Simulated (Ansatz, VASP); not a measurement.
Si2W in VASP and in Ansatz

```xyz
9
Lattice="4.6798 0.0000 0.0000 -2.3399 4.0528 0.0000 0.0000 0.0000 6.2120" Properties=species:S:1:pos:R:3 pbc="T T T"
Si    2.3399    2.5531    3.1060
Si   -1.0411    3.3030    5.1766
Si    1.0411    3.3030    1.0353
Si    0.0000    1.4997    3.1060
Si    3.3810    0.7499    5.1766
Si    1.2988    0.7499    1.0353
W    -1.1699    2.0264    1.0353
W     1.1699    2.0264    5.1766
W     2.3399    0.0000    3.1060
```

Alike in both runs: task single point; functional LDA; k mesh 9 × 9 × 6; occupations gaussian, width 0.03 eV; no spin polarisation.

|  | VASP | Ansatz |
| --- | --- | --- |
| version | VASP 6.6.1 | Ansatz 0.2.0 |
| potentials or method | VASP PAW LDA potentials, release 64 (Si, W_sv), cutoff 520 eV | scalar-relativistic, plane waves, PAW |
| valence electrons in the cell | 66 | 66 |

```tsv
	VASP	Ansatz	Ansatz less VASP
gap on the k mesh at the Fermi level (eV)	0.07	0.06	-0.004
least direct gap on the mesh (eV)	0.15	0.15	-0.001
pressure (GPa)	9.6	8.8	-0.74
traceless stress, the component that is largest in VASP (GPa)	17.51	17.31	-0.201
rms of the force components (eV/Å)	1.111	1.103	-0.0077
```

Ansatz warns that its potentials were made for another functional, while VASP's fit it. LDA's correlation is that of Perdew and Zunger in VASP and of Perdew and Wang (1992) in Ansatz. Atom by atom the forces differ by 0.008 eV/Å (rms over components).

Spin-orbit coupling is off throughout.
